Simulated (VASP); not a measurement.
A run of VASP 6.6.1:

Contents of INCAR:

```
  ALGO = Fast
  EDIFF = 1E-6
  ENCUT = 520
  GGA = PS
  ISIF = 2
  ISMEAR = 0
  LASPH = T
  LCHARG = F
  LREAL = F
  LWAVE = F
  NBANDS = 12
  NELM = 80
  PREC = Accurate
  SIGMA = 0.15
```

KPOINTS

```
k-points
0
Gamma
  10 10 10
```

Contents of POSCAR:

```
Ti
1.0
    0.0000000000      1.9691000000      1.9691000000
    1.9691000000      0.0000000000      1.9691000000
    1.9691000000      1.9691000000      0.0000000000
Ti
1
Direct
    0.0000000000      0.0000000000      0.0000000000
```

Potentials or basis: VASP PAW PBE potentials, release 64 (Ti_sv).

Launch:

```console
$ cat potpaw_PBE.64/Ti_sv/POTCAR > POTCAR
$ mpirun -np 1 vasp_std > vasp.out
```

Hardware: 1 thread of Intel Xeon 6975P-C, on a shared host.

Estimate the wall time of this run.

Wall time 6.9 s on 1 thread of Intel Xeon 6975P-C (shared host), peak memory 0.14 GiB. Counts: scf iterations 20, k points 47.
